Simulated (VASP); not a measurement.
# SiO2 (P4_2/mnm) in VASP: settings compared

Aim: see how the results for SiO2 move with the level of theory and the settings. Levels: PBE, BLYP. Tasks: single point, relaxation of shape and atoms at fixed volume.

Everything below comes from runs of VASP 6.6.1. Logs are shortened: lines on timing, memory, paths and dates and some standing lists are left out, and cuts for length are marked.

### Step 1. The cell of the first run

Symmetry: P4_2/mnm, No. 136, tetragonal system. Conventional cell: a = 4.176 Å, b = 4.176 Å, c = 2.673 Å, α = 90.00°, β = 90.00°, γ = 90.00°. Within 2.3 Å of Si (site symmetry mmm) lie 6 O at 1.76 to 1.80 Å. Within 2.3 Å of O (site symmetry m2m) lie 3 Si at 1.76 to 1.80 Å and 1 O at 2.30 Å.

### Step 2. Single point, PBE

Input file INCAR:

```
  PREC = Accurate
  ENCUT = 520
  EDIFF = 1E-6
  ISMEAR = 0
  SIGMA = 0.05
  LREAL = F
  LASPH = T
  NELM = 60
  ALGO = Normal
  ISIF = 2
  LWAVE = F
  LCHARG = F
  GGA = PE
  NBANDS = 25
```

Input file KPOINTS:

```
regular mesh
0
Gamma
  6 6 8
```

Input file POSCAR:

```
SiO2
1.0
    4.1757954345      0.0000000000      0.0000000000
    0.0000000000      4.1757954345      0.0000000000
    0.0000000000      0.0000000000      2.6733030260
Si O
2 4
Direct
    0.0000000000      0.0000000000      0.0000000000
    0.5000000000      0.5000000000      0.5000000000
    0.3054628389      0.3054628389      0.0000000000
    0.1945371611      0.8054628389      0.5000000000
    0.6945371611      0.6945371611      0.0000000000
    0.8054628389      0.1945371611      0.5000000000
```

Potentials or basis: VASP PAW PBE potentials, release 64 (Si, O).

On the command line:

```sh
cat potpaw_PBE.64/Si/POTCAR potpaw_PBE.64/O/POTCAR > POTCAR
mpirun -np 1 vasp_std > vasp.out
```

OUTCAR:

```text
PREC = Accurate
   ENCUT = 520
   EDIFF = 1E-6
   ISMEAR = 0
   LREAL = F
   LASPH = T
   NELM = 60
   ISIF = 2
   GGA = PE

 ion  position               nearest neighbor table
   1  0.000  0.000  0.000-   4 1.76   6 1.76   4 1.76   6 1.76   5 1.80   3 1.80
   2  0.500  0.500  0.500-   3 1.76   5 1.76   3 1.76   5 1.76   4 1.80   6 1.80
   3  0.305  0.305  0.000-   2 1.76   2 1.76   1 1.80
   4  0.195  0.805  0.500-   1 1.76   1 1.76   2 1.80
   5  0.695  0.695  0.000-   2 1.76   2 1.76   1 1.80
   6  0.805  0.195  0.500-   1 1.76   1 1.76   2 1.80

  LATTYP: Found a simple tetragonal cell.
 ALAT       =     4.1757954345
 C/A-ratio  =     0.6401901309

  Lattice vectors:

 A1 = (   4.1757954345,   0.0000000000,   0.0000000000)
 A2 = (   0.0000000000,   4.1757954345,   0.0000000000)
 A3 = (   0.0000000000,   0.0000000000,   2.6733030260)

Analysis of symmetry for initial positions (statically):
=====================================================================
 Subroutine PRICEL returns:
 Original cell was already a primitive cell.

 Routine SETGRP: Setting up the symmetry group for a
 simple tetragonal supercell.

 Subroutine GETGRP returns: Found 16 space group operations
 (whereof  8 operations were pure point group operations)
 out of a pool of 16 trial point group operations.

The static configuration has the point symmetry D_2h.
 The point group associated with its full space group is D_4h.

Analysis of symmetry for dynamics (positions and initial velocities):
=====================================================================
 Subroutine PRICEL returns:
 Original cell was already a primitive cell.

 Routine SETGRP: Setting up the symmetry group for a
 simple tetragonal supercell.

 Subroutine GETGRP returns: Found 16 space group operations
 (whereof  8 operations were pure point group operations)
 out of a pool of 16 trial point group operations.

The dynamic configuration has the point symmetry D_2h.
 The point group associated with its full space group is D_4h.

 Subroutine INISYM returns: Found 16 space group operations
 (whereof  8 operations are pure point group operations),
 and found     1 'primitive' translations

----------------------------------------------------------------------------------------

                                     Primitive cell

  volume of cell :      46.6151

  direct lattice vectors                    reciprocal lattice vectors
[... 99 lines left out ...]
   IBRION =     -1    ionic relax: 0-MD 1-quasi-New 2-CG
   NFREE  =      0    steps in history (QN), initial steepest desc. (CG)
   ISIF   =      2    stress and relaxation
   ISYM   =      2    0-nonsym 1-usesym 2-fastsym
   POTIM  = 0.5000    time-step for ionic-motion
   TEBEG  =    0.0;   TEEND  =   0.0 temperature during run
   PSTRESS=    0.0 pullay stress
   NELECT =      32.0000    total number of electrons
   NUPDOWN=      -1.0000    fix difference up-down
   EMIN   =  10.00;   EMAX   =-10.00  energy-range for DOS
   EFERMI =   0.00;   METHOD = LEGACY
   ISMEAR =     0;   SIGMA  =   0.05  broadening in eV -4-tet -1-fermi 0-gaus
   EFERMI_NEDOS =   21; number of points for ismear=-14 and -15
   IALGO  =     38    algorithm
   IMIX   =      4    mixing-type and parameters
     AMIX     =   0.40;   BMIX     =  1.00
     AMIX_MAG =   1.60;   BMIX_MAG =  1.00
  volume/ion in A,a.u.               =       7.77        52.43
  Fermi-wavevector in a.u.,A,eV,Ry     =   1.444162  2.729071 28.376368  2.085604
  Thomas-Fermi vector in A             =   2.562488
   LORBIT       =      0    0 simple, 1 ext, 2 COOP (PROOUT), +10 PAW based schemes
   GGA     = PE    functional components
   LHFCALC =     F    Hartree Fock is set to
   AEXX    =    0.0000 exact exchange contribution
   IVDW    =     0    specifies the selected vdW correction
   LEPSILON=     F    determine dielectric tensor
   LRPA    =     F    only Hartree local field effects (RPA)
 non-spin polarized calculation
 Gauss-broadening in eV      SIGMA  =   0.05
  energy-cutoff  :      520.00
  volume of cell :       46.62
 maximum number of plane-waves:      1282
 NGX is ok and might be reduce to    32
   NGX = 15   NGY = 15   NGZ =  9

 number of electron      31.9999971 magnetization

 Free energy of the ion-electron system (eV)
  ---------------------------------------------------
  ext. energy  EPLUGINS =         0.00000000
  ---------------------------------------------------
  free energy    TOTEN  =       -46.26315614 eV

  energy without entropy =      -46.26315614  energy(sigma->0) =      -46.26315614

 E-fermi :   8.5195     XC(G=0): -12.2687

 val. band max:        8.2409365509   @ k =   0.0000   0.0000   0.0000
 cond. band min:      13.7937613701   @ k =   0.0000   0.0000   0.0000
 fundamental gap:      5.5528248192
 Fermi energy:         8.5194594121

 k-point     1 :       0.0000    0.0000    0.0000
  band No.  band energies     occupation
      1     -14.3303      2.00000
      2     -10.7059      2.00000
      3     -10.7059      2.00000
      4     -10.4328      2.00000
      5      -2.6799      2.00000
      6       1.8020      2.00000
[... 661 lines left out ...]
     24      21.1675      0.00000
     25      21.9803      0.00000

 [... further k-points ...]

------------------------ aborting loop because EDIFF is reached ----------------------------------------

  FORCE on cell =-STRESS in cart. coord.  units (eV):
  Direction    XX          YY          ZZ          XY          YZ          ZX
  --------------------------------------------------------------------------------------
  -------------------------------------------------------------------------------------
  Total        2.9093080      2.9093080      3.0926839      0.0000000      0.0000000      0.0000000
  in kB       99.9939375     99.9939375    106.2966306      0.0000000      0.0000000      0.0000000
  external PRESSURE =     102.0948352 kB  Pullay stress =       0.0000000 kB

 VOLUME and BASIS-vectors are now :
 -----------------------------------------------------------------------------
  energy-cutoff  :      520.00
  volume of cell :       46.62
      direct lattice vectors                 reciprocal lattice vectors
     4.175795435  0.000000000  0.000000000     0.239475332  0.000000000  0.000000000
     0.000000000  4.175795435  0.000000000     0.000000000  0.239475332  0.000000000
     0.000000000  0.000000000  2.673303026     0.000000000  0.000000000  0.374069079

 POSITION                                       TOTAL-FORCE (eV/Angst)
 -----------------------------------------------------------------------------------
      0.00000      0.00000      0.00000         0.000000     -0.000000      0.000000
      2.08790      2.08790      1.33665         0.000000     -0.000000      0.000000
      1.27555      1.27555      0.00000        -0.010784     -0.010784      0.000000
      0.81235      3.36345      1.33665         0.010784     -0.010784      0.000000
      2.90025      2.90025      0.00000         0.010784      0.010784      0.000000
      3.36345      0.81235      1.33665        -0.010784      0.010784      0.000000
 -----------------------------------------------------------------------------------
    total drift:                                0.000000     -0.000000     -0.000000

  FREE ENERGIE OF THE ION-ELECTRON SYSTEM (eV)
  ---------------------------------------------------
  free  energy   TOTEN  =       -46.2631561400 eV

  energy  without entropy=      -46.2631561400  energy(sigma->0) =      -46.26315614
```

OSZICAR:

```text
N       E                     dE             d eps       ncg     rms          rms(c)
DAV:   1     0.140841909913E+03    0.14084E+03   -0.17720E+04  2516   0.124E+03
DAV:   2    -0.438745275095E+02   -0.18472E+03   -0.17675E+03  3231   0.281E+02
DAV:   3    -0.508600359033E+02   -0.69855E+01   -0.69574E+01  3339   0.523E+01
DAV:   4    -0.509032149373E+02   -0.43179E-01   -0.43169E-01  2911   0.481E+00
DAV:   5    -0.509035563526E+02   -0.34142E-03   -0.34136E-03  3379   0.408E-01    0.176E+01
DAV:   6    -0.461977029119E+02    0.47059E+01   -0.13172E+01  3171   0.245E+01    0.807E+00
DAV:   7    -0.462423791663E+02   -0.44676E-01   -0.82365E-01  3139   0.520E+00    0.294E+00
DAV:   8    -0.462564375655E+02   -0.14058E-01   -0.27738E-02  3155   0.142E+00    0.109E+00
DAV:   9    -0.462629738700E+02   -0.65363E-02   -0.99320E-03  3125   0.835E-01    0.264E-01
DAV:  10    -0.462631698627E+02   -0.19599E-03   -0.40261E-04  3183   0.145E-01    0.406E-02
DAV:  11    -0.462631553752E+02    0.14487E-04   -0.68635E-05  3204   0.600E-02    0.707E-03
DAV:  12    -0.462631561400E+02   -0.76476E-06   -0.43177E-06  3062   0.151E-02
   1 F= -.46263156E+02 E0= -.46263156E+02  d E =-.327226E-17
```

Run time: 33 s. Hardware: 1 thread of Intel Xeon Platinum 8559C (Emerald Rapids), shared host; peak memory 0.17 GiB.

Results:

```
Free energy            : -46.2632 eV
Pressure               : 10.2 GPa
Largest force          : 0.015 eV/Å
Band gap on the k mesh : 5.55 eV
```

Forces on the atoms (eV/Å):
```
Si   0.000  0.000  0.000
Si   0.000  0.000  0.000
O   -0.011 -0.011  0.000
O    0.011 -0.011  0.000
O    0.011  0.011  0.000
O   -0.011  0.011  0.000
```

Stress tensor (GPa, compression positive):
```
10.00  0.00  0.00
 0.00 10.00  0.00
 0.00  0.00 10.63
```

Levels at points of the mesh, in eV from the valence-band top:
| k point | band 12 | band 13 | band 14 | band 15 | band 16 | band 17 | band 18 | band 19 | band 20 | band 21 |
| --- | --- | --- | --- | --- | --- | --- | --- | --- | --- | --- |
| (0.00, 0.00, 0.00) | -3.15 | -2.51 | -0.88 | -0.88 | 0.00 | 5.55 | 6.67 | 8.44 | 8.44 | 11.10 |
| (0.50, 0.00, 0.00) | -3.89 | -2.69 | -2.69 | -1.06 | -1.06 | 7.70 | 7.70 | 9.03 | 9.03 | 11.08 |
| (0.50, 0.50, 0.00) | -3.28 | -2.70 | -2.70 | -2.27 | -2.27 | 7.40 | 7.40 | 10.03 | 10.03 | 13.23 |
| (0.00, 0.00, 0.50) | -4.65 | -3.09 | -3.09 | -2.67 | -2.67 | 9.07 | 9.07 | 12.62 | 12.62 | 12.83 |
| (0.50, 0.00, 0.50) | -4.00 | -2.28 | -2.28 | -1.76 | -1.76 | 8.76 | 8.76 | 9.87 | 9.87 | 12.27 |
| (0.50, 0.50, 0.50) | -4.51 | -1.74 | -1.74 | -1.56 | -1.56 | 7.13 | 7.13 | 11.06 | 11.06 | 11.65 |

Caveat: the cell stands under pressure. Expect the measured gap to be larger: semilocal functionals such as PBE lack the derivative discontinuity.

### Step 3. Single point, BLYP (8.05 Å³/atom)

This run uses another cell than the first one, of 8.05 Å³/atom.

Input file INCAR:

```
PREC = Accurate ; ENCUT = 520
EDIFF = 1E-7 ; ISMEAR = 0
SIGMA = 0.05 ; LREAL = False
LASPH = True ; NELM = 60
ALGO = Normal ; ISIF = 2
LWAVE = False ; LCHARG = False
GGA = B5 ; ALDAX = 1.0
AGGAX = 1.0 ; AGGAC = 1.0
ALDAC = 0.0 ; NBANDS = 25
```

Input file KPOINTS:

```
Automatic mesh
0
Gamma
  6 6 8
```

Input file POSCAR:

```
SiO2
1.0
    4.2332207308      0.0000000000      0.0000000000
    0.0000000000      4.2332207308      0.0000000000
    0.0000000000      0.0000000000      2.6937701088
Si O
2 4
Direct
    0.0000000000      0.0000000000      0.0000000000
    0.5000000000      0.5000000000      0.5000000000
    0.3069714374      0.3069714374      0.0000000000
    0.1930285626      0.8069714374      0.5000000000
    0.6930285626      0.6930285626      0.0000000000
    0.8069714374      0.1930285626      0.5000000000
```

Potentials or basis: VASP PAW PBE potentials, release 64 (Si, O).

On the command line:

```sh
cat potpaw_PBE.64/Si/POTCAR potpaw_PBE.64/O/POTCAR > POTCAR
mpirun -np 1 vasp_std > vasp.out
```

Wall time 40 s (1 thread of Intel Xeon Platinum 8559C (Emerald Rapids), shared host); peak memory 0.17 GiB.

The run converged. Its results:

```
Free energy            : -43.7291 eV
Pressure               : 6.5 GPa
Largest force          : 0.043 eV/Å
Band gap on the k mesh : 5.18 eV
```

Forces on the atoms (eV/Å):
```
Si   0.000  0.000  0.000
Si   0.000  0.000  0.000
O   -0.031 -0.031  0.000
O    0.031 -0.031  0.000
O    0.031  0.031  0.000
O   -0.031  0.031  0.000
```

Stress tensor (GPa, compression positive):
```
6.09 0.00 0.00
0.00 6.09 0.00
0.00 0.00 7.18
```

Levels at points of the mesh, in eV from the valence-band top:
| k point | band 13 | band 14 | band 15 | band 16 | band 17 | band 18 | band 19 | band 20 |
| --- | --- | --- | --- | --- | --- | --- | --- | --- |
| (0.00, 0.00, 0.00) | -2.51 | -0.85 | -0.85 | 0.00 | 5.18 | 6.81 | 8.52 | 8.52 |
| (0.50, 0.00, 0.00) | -2.61 | -2.61 | -1.02 | -1.02 | 7.40 | 7.40 | 9.09 | 9.09 |
| (0.50, 0.50, 0.00) | -2.50 | -2.50 | -2.12 | -2.12 | 7.12 | 7.12 | 9.94 | 9.94 |
| (0.00, 0.00, 0.50) | -2.82 | -2.82 | -2.50 | -2.50 | 8.68 | 8.68 | 12.35 | 12.35 |
| (0.50, 0.00, 0.50) | -2.18 | -2.18 | -1.64 | -1.64 | 8.53 | 8.53 | 9.67 | 9.67 |
| (0.50, 0.50, 0.50) | -1.70 | -1.70 | -1.45 | -1.45 | 6.95 | 6.95 | 10.90 | 10.90 |

Caveat: the cell stands under pressure; the PAW data sets were made with another functional, which shifts forces and pressure a little. A k mesh can miss the band edges.

(Continued in part 2 of 2.)
